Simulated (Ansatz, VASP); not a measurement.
**FeO: VASP beside Ansatz**

Contents of INCAR:

```
PREC = Accurate
ENCUT = 600
EDIFF = 1E-6
ISMEAR = 0
SIGMA = 0.05
LREAL = False
LASPH = True
NELM = 200
ALGO = Normal
ISIF = 2
LWAVE = False
LCHARG = True
ISPIN = 2
MAGMOM = 3.83 0
LORBIT = 11
LMAXMIX = 4
LDAU = True
LDAUTYPE = 2
LDAUL = 2 -1
LDAUU = 4 0
LDAUJ = 0 0
LDAUPRINT = 1
GGA = PE
LELF = True
LVHAR = True
NBANDS = 22
GGA_COMPAT = False
```

Contents of KPOINTS:

```
regular mesh
0
Gamma
  10 10 10
```

POSCAR

```
FeO
1.0
    0.0000000000      2.1554001622      2.1554001622
    2.1554001622      0.0000000000      2.1554001622
    2.1554001622      2.1554001622      0.0000000000
Fe O
1 1
Direct
    0.0000000000      0.0000000000      0.0000000000
    0.5000000000      0.5000000000      0.5000000000
```

Input for Ansatz:

```yaml
crystal:
  lattice:
    - [0.0, 2.1554001622, 2.1554001622]
    - [2.1554001622, 0.0, 2.1554001622]
    - [2.1554001622, 2.1554001622, 0.0]
  atoms:
    - { symbol: Fe, position: [0.0, 0.0, 0.0], spin: 3.83 }
    - { symbol: O, position: [0.5, 0.5, 0.5] }
basis:
  ecutwfc: 420
  ecutrho_ratio: 4
kpoints:
  mp_grid: { grid: [10, 10, 10] }
  band_path:
    path:
      - [[0.0, 0.0, 0.0], [0.5, 0.0, 0.5], [0.625, 0.25, 0.625]]
      - [[0.375, 0.375, 0.75], [0.0, 0.0, 0.0], [0.5, 0.5, 0.5], [0.5, 0.25, 0.75], [0.5, 0.0, 0.5]]
    npoints: 6
hamiltonian:
  xc: pbe
  hubbard: { sites: [{ species: Fe, l: d, u_eff: 4.0 }] }
scf:
  occupations: { method: gaussian, width: 0.05 }
  lower_state_search: "off"
output:
  forces: true
  stress: true
  eigenvalues: true
  populations: true
  hubbard: { sites: [{ species: Fe, l: d }] }
  eigenstates:
    nscf_kmesh: { grid: [10, 10, 10] }
    top_band: c26
    exchange_couplings: { magnetic: [{ site: 0 }] }
    magnetocrystalline_anisotropy: {}
magnetization:
  spin_polarized: true
checkpoint:
  read: start.run
  write: ck
  compress: false
  write_wavefunctions: false
  write_every: 100000
```

Alike in both runs: task single point; functional PBE; k mesh 10 × 10 × 10; occupations gaussian, width 0.05 eV; collinear spin; Hubbard terms Fe d U = 4.0 eV.

|  | VASP | Ansatz |
| --- | --- | --- |
| version | VASP 6.6.1 | Ansatz 0.2.0 |
| potentials or method | VASP PAW PBE potentials, release 64 (Fe_sv, O), cutoff 600 eV | scalar-relativistic, plane waves, PAW |
| valence electrons in the cell | 22 | 22 |

```tsv
	VASP	Ansatz	Ansatz less VASP
pressure (GPa)	-1.5	11.8	+13.34
net moment per atom (μB)	2.00	2.00	-0.001
size of the moment on the site where the two differ most (μB)	3.65	3.48	-0.168
```

Site moments also hang on the region over which each program counts them. The programs project onto different local orbitals, so the same U acts differently, and such runs can settle in different states. Ansatz's warnings: stability check not made.
